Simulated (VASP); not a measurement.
Here is a VASP 6.6.1 calculation.

The input INCAR:

```
SYSTEM = Tl
ALGO = Normal
EDIFF = 1E-7
ENCUT = 520
GGA = PS
ISIF = 2
ISMEAR = -1
LASPH = .TRUE.
LCHARG = .TRUE.
LELF = .TRUE.
LREAL = .FALSE.
LVHAR = .TRUE.
LWAVE = .FALSE.
NBANDS = 20
NELM = 60
PREC = Accurate
SIGMA = 0.05
```

The input KPOINTS:

```
k-points
0
G
  9 9 5
  0 0 0
```

POSCAR

```
Tl
1.0
    3.5014788996      0.0000000000      0.0000000000
   -1.7507394498      3.0323696779      0.0000000000
    0.0000000000      0.0000000000      5.5977057061
Tl
2
Direct
    0.6666666667      0.3333333333      0.7500000000
    0.3333333333      0.6666666667      0.2500000000
```

Potentials or basis: VASP PAW PBE potentials, release 64 (Tl_d).

The run is started by

```sh
$ cat potpaw_PBE.64/Tl_d/POTCAR > POTCAR
$ mpirun -np 1 vasp_std > vasp.out
```

**Question.** What does it give for the band gap on the k mesh?

**Answer.** Zero (band 13 reaches 7.97 eV, above the bottom of band 14 at 4.48 eV).

**Question.** Predict the pressure.

**Answer.** -1.2 GPa.

Stress tensor (GPa, compression positive):
```
-1.48  0.00  0.00
 0.00 -1.48  0.00
 0.00  0.00 -0.50
```

Caveat: the PAW data sets were made with another functional, which shifts forces and pressure a little; spin-orbit coupling is left out, which moves the levels of the heavy elements.
